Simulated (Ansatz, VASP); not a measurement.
**Ga in VASP and in Ansatz**

```
CELL_PARAMETERS angstrom
-1.68099 1.68099 1.68099
1.68099 -1.68099 1.68099
1.68099 1.68099 -1.68099
ATOMIC_POSITIONS crystal
Ga 0.00000 0.00000 0.00000
```

Alike in both runs: task relaxation of cell and atoms; functional LDA; k mesh 20 × 20 × 20; occupations fermi-dirac, width 0.1 eV; no spin polarisation.

|  | VASP | Ansatz |
| --- | --- | --- |
| version | VASP 6.6.1 | Ansatz 0.2.0 |
| potentials or method | VASP PAW LDA potentials, release 64 (Ga_d) | PAW with Ansatz's default frozen-core files, scalar-relativistic |
| plane-wave cutoff (eV) | 600 | 420 |
| valence electrons in the cell | 13 | 13 |

Ansatz gave:

```
relaxed volume (Å³/atom)                                        : 17.39
relaxed length of the cell vector where the two differ most in proportion (Å) : 2.827
```

**Question.** Estimate VASP's values.

**Answer.** Relaxed volume (Å³/atom): 17.44; relaxed length of the cell vector where the two differ most in proportion (Å): 2.830.

LDA's correlation is that of Perdew and Zunger in VASP and of Perdew and Wang (1992) in Ansatz.
